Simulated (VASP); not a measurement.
Al:

```
Al
1.0
     2.81246    0.00000    0.00000
    -1.40623    2.43566    0.00000
     0.00000    0.00000    4.86685
Al
2
Direct
  0.66667 0.33333 0.75000
  0.33333 0.66667 0.25000
```

* Program: VASP 6.6.1
* Task: relaxation of cell and atoms
* Functional: PBEsol
* Dispersion: D3(BJ)
* Potentials or basis: VASP PAW PBE potentials, release 64 (Al)
* Cutoff: 600 eV
* k mesh: 7 × 7 × 4
* Occupations: fermi-dirac, width 0.3 eV
* Spin: no spin polarisation

At the start: pressure -3.9 GPa; volume 16.67 Å³/atom.

Problem. Where does the relaxation end?

Solution. Over 8 steps the energy falls by 19.0 meV/atom and the volume is 15.82 Å³/atom (-5.1 %); space group P6_3/mmc (No. 194, to 0.05 Å).

The path:
```csv
step,energy change (eV),largest force (eV/Å),pressure (GPa),volume (Å³)
1,0.0000,0.0000,-3.92,33.34
2,-0.0283,0.0000,0.63,31.41
3,-0.0283,0.0000,0.56,31.44
4,-0.0337,0.0000,0.43,31.46
5,-0.0378,0.0000,0.38,31.49
6,-0.0378,0.0000,0.39,31.49
7,-0.0379,0.0000,-0.26,31.73
8,-0.0380,0.0000,0.01,31.63
```

Final structure:
```xyz
2
Lattice="2.8222 0.0000 0.0000 -1.4111 2.4441 0.0000 0.0000 0.0000 4.5857" Properties=species:S:1:pos:R:3 pbc="T T T"
Al    1.4111    0.8147    3.4393
Al    0.0000    1.6294    1.1464
```

Caveat: the k points lie up to 0.37 Å⁻¹ apart in the final cell; the PAW data sets were made with another functional, which shifts forces and pressure a little; pairwise dispersion overbinds metals, which lowers pressure and volume.
